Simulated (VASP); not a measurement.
# SrO (I4/mmm) in VASP: a series of runs

SrO is run at these levels: r2SCAN; tasks: single point.

Program: VASP 6.6.1. These are calculated values, not measurements. Logs are shortened: lines on timing, memory, paths and dates and some standing lists are left out, and cuts for length are marked.

### Step 1. The cell of the first run

It takes space group I4/mmm (No. 139, tetragonal). Conventional cell: a = 3.948 Å, b = 3.948 Å, c = 4.355 Å, α = 90.00°, β = 90.00°, γ = 90.00°. Within 2.9 Å of Sr (site symmetry 4/mmm) lie 6 O at 2.18 to 2.79 Å. O (site symmetry 4/mmm) has 6 Sr at 2.18 to 2.79 Å within 2.9 Å.

### Step 2. Single point, r2SCAN

Contents of POSCAR:

```
SrO
1.0
    0.0000000000      2.7916938546      2.1775212066
    2.7916938546      0.0000000000      2.1775212066
    2.7916938546      2.7916938546      0.0000000000
Sr O
1 1
Direct
    0.0000000000      0.0000000000      0.0000000000
    0.5000000000      0.5000000000      0.5000000000
```

Contents of INCAR.step1:

```
SYSTEM = SrO
ALGO = Normal ; EDIFF = 1E-4
ENCUT = 520 ; GGA = PE
ISMEAR = 0 ; LASPH = .TRUE.
LCHARG = .FALSE. ; LREAL = .FALSE.
LWAVE = .TRUE. ; NBANDS = 15
NELM = 100 ; PREC = Accurate
SIGMA = 0.05
```

Contents of INCAR.step2:

```
SYSTEM = SrO
ALGO = Normal ; EDIFF = 1E-6
ENCUT = 520 ; ISIF = 2
ISMEAR = 0 ; ISTART = 1
LASPH = .TRUE. ; LCHARG = .FALSE.
LMIXTAU = .TRUE. ; LREAL = .FALSE.
LWAVE = .FALSE. ; METAGGA = R2SCAN
NBANDS = 15 ; NELM = 100
PREC = Accurate ; SIGMA = 0.05
```

Contents of KPOINTS:

```
k-points
0
G
  8 8 8
  0 0 0
```

Potentials or basis: VASP PAW PBE potentials, release 64 (Sr_sv, O).

Run with:

```
$ cat potpaw_PBE.64/Sr_sv/POTCAR potpaw_PBE.64/O/POTCAR > POTCAR
$ cp INCAR.step1 INCAR
$ mpirun -np 1 vasp_std > vasp.out
$ cp INCAR.step2 INCAR
$ mpirun -np 1 vasp_std > vasp.out
```

OUTCAR:

```text
SYSTEM = SrO
   EDIFF = 1E-6
   ENCUT = 520
   ISIF = 2
   ISMEAR = 0
   ISTART = 1
   LASPH = .TRUE.
   LREAL = .FALSE.
   METAGGA = R2SCAN
   NELM = 100
   PREC = Accurate

 ion  position               nearest neighbor table
   1  0.000  0.000  0.000-   2 2.18   2 2.18   2 2.79   2 2.79   2 2.79   2 2.79
   2  0.500  0.500  0.500-   1 2.18   1 2.18   1 2.79   1 2.79   1 2.79   1 2.79

  LATTYP: Found a body centered tetragonal cell.
 ALAT       =     3.9480513112
 C/A-ratio  =     1.1030865787

  Lattice vectors:

 A1 = (   0.0000000000,  -2.7916938546,  -2.1775212066)
 A2 = (   0.0000000000,   2.7916938546,  -2.1775212066)
 A3 = (   2.7916938546,   0.0000000000,   2.1775212066)

Analysis of symmetry for initial positions (statically):
=====================================================================
 Subroutine PRICEL returns:
 Original cell was already a primitive cell.

 Routine SETGRP: Setting up the symmetry group for a
 body centered tetragonal supercell.

 Subroutine GETGRP returns: Found 16 space group operations
 (whereof 16 operations were pure point group operations)
 out of a pool of 16 trial point group operations.

The static configuration has the point symmetry D_4h.

Analysis of symmetry for dynamics (positions and initial velocities):
=====================================================================
 Subroutine PRICEL returns:
 Original cell was already a primitive cell.

 Routine SETGRP: Setting up the symmetry group for a
 body centered tetragonal supercell.

 Subroutine GETGRP returns: Found 16 space group operations
 (whereof 16 operations were pure point group operations)
 out of a pool of 16 trial point group operations.

The dynamic configuration has the point symmetry D_4h.

 Subroutine INISYM returns: Found 16 space group operations
 (whereof 16 operations are pure point group operations),
 and found     1 'primitive' translations

----------------------------------------------------------------------------------------

                                     Primitive cell

  volume of cell :      33.9413

  direct lattice vectors                    reciprocal lattice vectors
     0.000000000  2.791693855  2.177521207    -0.179102733  0.179102733  0.229618889
     2.791693855  0.000000000  2.177521207     0.179102733 -0.179102733  0.229618889
     2.791693855  2.791693855  0.000000000     0.179102733  0.179102733 -0.229618889

  length of vectors
     3.540501826  3.540501826  3.948051311     0.341877774  0.341877774  0.341877774

  position of ions in fractional coordinates (direct lattice)
     0.000000000  0.000000000  0.000000000
     0.500000000  0.500000000  0.500000000

  ion indices of the primitive-cell ions
   primitive index   ion index
                 1           1
                 2           2

----------------------------------------------------------------------------------------

 KPOINTS: k-points

Automatic generation of k-mesh.
 Grid dimensions read from file:
 generate k-points for:    8    8    8

 Generating k-lattice:

  Cartesian coordinates                     Fractional coordinates (reciprocal lattice)
    -0.022387842  0.022387842  0.028702361     0.125000000  0.000000000  0.000000000
     0.022387842 -0.022387842  0.028702361     0.000000000  0.125000000  0.000000000
     0.022387842  0.022387842 -0.028702361    -0.000000000 -0.000000000  0.125000000

  Length of vectors
     0.042734722  0.042734722  0.042734722

  Shift w.r.t. Gamma in fractional coordinates (k-lattice)
     0.000000000  0.000000000  0.000000000

 Subroutine IBZKPT returns following result:
 ===========================================

 Found     59 irreducible k-points:

 Following reciprocal coordinates:
            Coordinates               Weight
  0.000000  0.000000  0.000000      1.000000
  0.125000  0.000000  0.000000      8.000000
  0.250000  0.000000  0.000000      8.000000
  0.375000  0.000000  0.000000      8.000000
  0.500000  0.000000  0.000000      4.000000
  0.125000  0.125000  0.000000      2.000000
[... 16 lines left out ...]
  0.250000  0.000000  0.125000     16.000000
  0.375000  0.000000  0.125000     16.000000
 [... further k-points ...]
   k-points           NKPTS =     59   k-points in BZ     NKDIM =     59   number of bands    NBANDS=     15
   number of dos      NEDOS =    301   number of ions     NIONS =      2
   total plane-waves  NPLWV =  23520
   dimension x,y,z NGX =    28 NGY =   28 NGZ =   30
   dimension x,y,z NGXF=    56 NGYF=   56 NGZF=   60
   ions per type =               1   1
   NGX,Y,Z   is equivalent  to a cutoff of  13.15, 13.15, 12.63 a.u.
   NGXF,Y,Z  is equivalent  to a cutoff of  26.30, 26.30, 25.27 a.u.
 SYSTEM =  SrO
   PREC   = accura    normal or accurate (medium, high low for compatibility)
   ISTART =      1    job   : 0-new  1-cont  2-samecut
   ICHARG =      0    charge: 1-file 2-atom 10-const
   ISPIN  =      1    spin polarized calculation?
   LNONCOLLINEAR =      F non collinear calculations
   LSORBIT =      F    spin-orbit coupling
   LASPH  =      T    aspherical Exc in radial PAW
   ENCUT  =  520.0 eV  38.22 Ry    6.18 a.u.   6.58  6.58  7.34*2*pi/ulx,y,z
   NELM   =    100;   NELMIN=  2; NELMDL=  0     # of ELM steps
   EDIFF  = 0.1E-05   stopping-criterion for ELM
   LREAL  =      F    real-space projection
   EDIFFG = 0.1E-04   stopping-criterion for IOM
   NSW    =      0    number of steps for IOM
   IBRION =     -1    ionic relax: 0-MD 1-quasi-New 2-CG
   NFREE  =      0    steps in history (QN), initial steepest desc. (CG)
   ISIF   =      2    stress and relaxation
   ISYM   =      2    0-nonsym 1-usesym 2-fastsym
   POTIM  = 0.5000    time-step for ionic-motion
   TEBEG  =    0.0;   TEEND  =   0.0 temperature during run
   PSTRESS=    0.0 pullay stress
   NELECT =      16.0000    total number of electrons
   NUPDOWN=      -1.0000    fix difference up-down
   EMIN   =  10.00;   EMAX   =-10.00  energy-range for DOS
   EFERMI =   0.00;   METHOD = LEGACY
   ISMEAR =     0;   SIGMA  =   0.05  broadening in eV -4-tet -1-fermi 0-gaus
   EFERMI_NEDOS =   21; number of points for ismear=-14 and -15
   IALGO  =     38    algorithm
   IMIX   =      4    mixing-type and parameters
     AMIX     =   0.40;   BMIX     =  1.00
     AMIX_MAG =   1.60;   BMIX_MAG =  1.00
  volume/ion in A,a.u.               =      16.97       114.52
  Fermi-wavevector in a.u.,A,eV,Ry     =   1.274106  2.407711 22.086959  1.623346
  Thomas-Fermi vector in A             =   2.406892
   LORBIT       =      0    0 simple, 1 ext, 2 COOP (PROOUT), +10 PAW based schemes
   METAGGA = R2SCAN    functional components
   LHFCALC =     F    Hartree Fock is set to
   AEXX    =    0.0000 exact exchange contribution
   IVDW    =     0    specifies the selected vdW correction
   LEPSILON=     F    determine dielectric tensor
   LRPA    =     F    only Hartree local field effects (RPA)
 non-spin polarized calculation
 Gauss-broadening in eV      SIGMA  =   0.05
  energy-cutoff  :      520.00
  volume of cell :       33.94
 maximum number of plane-waves:       945
 NGX is ok and might be reduce to    28
   NGX = 13   NGY = 13   NGZ = 15

 number of electron      15.9999997 magnetization

 Free energy of the ion-electron system (eV)
  ---------------------------------------------------
  ext. energy  EPLUGINS =         0.00000000
  ---------------------------------------------------
  free energy    TOTEN  =       -26.08080987 eV

  energy without entropy =      -26.08080987  energy(sigma->0) =      -26.08080987

 E-fermi :   2.9922     XC(G=0): -10.4888

 val. band max:        2.6515158784   @ k =   0.5000   0.0000   0.5000
 cond. band min:       4.4926065378   @ k =   0.5000   0.5000   0.0000
 fundamental gap:      1.8410906594
 Fermi energy:         2.9922306388

 k-point     1 :       0.0000    0.0000    0.0000
  band No.  band energies     occupation
      1     -31.8227      2.00000
      2     -14.7963      2.00000
      3     -13.0787      2.00000
      4     -12.9123      2.00000
      5     -12.9123      2.00000
      6       1.0171      2.00000
      7       1.0171      2.00000
      8       2.6072      2.00000
      9       4.9151      0.00000
     10       8.0370      0.00000
     11       8.0370      0.00000
     12       8.8605      0.00000
     13       9.6649      0.00000
     14      14.2725      0.00000
     15      15.2443      0.00000

 k-point     2 :       0.1250    0.0000    0.0000
  band No.  band energies     occupation
      1     -31.7984      2.00000
      2     -15.2730      2.00000
      3     -12.9587      2.00000
      4     -12.9510      2.00000
      5     -12.5208      2.00000
      6       0.6832      2.00000
      7       0.8306      2.00000
      8       2.1251      2.00000
      9       5.5337      0.00000
     10       8.2239      0.00000
     11       8.4787      0.00000
     12       9.2426      0.00000
     13       9.5070      0.00000
     14      14.8187      0.00000
     15      16.2707      0.00000

 k-point     3 :       0.2500    0.0000    0.0000
  band No.  band energies     occupation
      1     -31.7392      2.00000
      2     -15.9985      2.00000
      3     -13.0428      2.00000
      4     -13.0345      2.00000
      5     -11.6129      2.00000
      6       0.0242      2.00000
      7       0.4328      2.00000
      8       1.0936      2.00000
      9       6.9680      0.00000
     10       8.4157      0.00000
     11       9.5782      0.00000
     12       9.9218      0.00000
     13      10.3099      0.00000
     14      15.8506      0.00000
     15      17.5579      0.00000
[... 343 lines left out ...]
 k-point    23 :       0.2500    0.0000    0.1250
  band No.  band energies     occupation
      1     -31.7579      2.00000
      2     -15.4053      2.00000
      3     -13.1095      2.00000
      4     -12.9760      2.00000
      5     -12.5284      2.00000
      6       0.1203      2.00000
      7       0.7356      2.00000
      8       2.1317      2.00000
      9       6.7734      0.00000
     10       7.5765      0.00000
     11       9.4280      0.00000
     12      10.2007      0.00000
     13      10.3621      0.00000
     14      14.8087      0.00000
     15      17.5526      0.00000

 k-point    24 :       0.3750    0.0000    0.1250
  band No.  band energies     occupation
      1     -31.6981      2.00000
      2     -16.0853      2.00000
      3     -13.2138      2.00000
      4     -13.0605      2.00000
      5     -11.6722      2.00000
      6      -0.2592      2.00000
      7       0.3143      2.00000
      8       1.1179      2.00000
      9       8.0304      0.00000
     10       8.3194      0.00000
     11      10.2215      0.00000
     12      10.9246      0.00000
     13      11.6516      0.00000
     14      15.1152      0.00000
     15      17.3485      0.00000

 [... further k-points ...]

------------------------ aborting loop because EDIFF is reached ----------------------------------------

  FORCE on cell =-STRESS in cart. coord.  units (eV):
  Direction    XX          YY          ZZ          XY          YZ          ZX
  --------------------------------------------------------------------------------------
  -------------------------------------------------------------------------------------
  Total       -0.8981904     -0.8981904     13.5878729      0.0000000      0.0000000      0.0000000
  in kB      -42.3985525    -42.3985525    641.4075825      0.0000000      0.0000000      0.0000000
  external PRESSURE =     185.5368258 kB  Pullay stress =       0.0000000 kB

 VOLUME and BASIS-vectors are now :
 -----------------------------------------------------------------------------
  energy-cutoff  :      520.00
  volume of cell :       33.94
      direct lattice vectors                 reciprocal lattice vectors
     0.000000000  2.791693855  2.177521207    -0.179102733  0.179102733  0.229618889
     2.791693855  0.000000000  2.177521207     0.179102733 -0.179102733  0.229618889
     2.791693855  2.791693855  0.000000000     0.179102733  0.179102733 -0.229618889

 POSITION                                       TOTAL-FORCE (eV/Angst)
 -----------------------------------------------------------------------------------
      0.00000      0.00000      0.00000        -0.000000      0.000000      0.000000
      2.79169      2.79169      2.17752         0.000000     -0.000000      0.000000
 -----------------------------------------------------------------------------------
    total drift:                                0.000000      0.000000      0.000000

  FREE ENERGIE OF THE ION-ELECTRON SYSTEM (eV)
  ---------------------------------------------------
  free  energy   TOTEN  =       -26.0808098695 eV

  energy  without entropy=      -26.0808098695  energy(sigma->0) =      -26.08080987
```

Wall time 80 s (1 thread of Intel Xeon 6975P-C (Granite Rapids), shared host); peak memory 0.19 GiB.

What came out:

```
Free energy            : -26.0808 eV
Pressure               : 18.6 GPa
Band gap on the k mesh : 1.84 eV, indirect (least direct gap 1.88 eV)
```

Caveat: the PAW data sets were made with another functional, which shifts forces and pressure a little. A k mesh can miss the band edges.

(Part 1 of 2 ends here.)
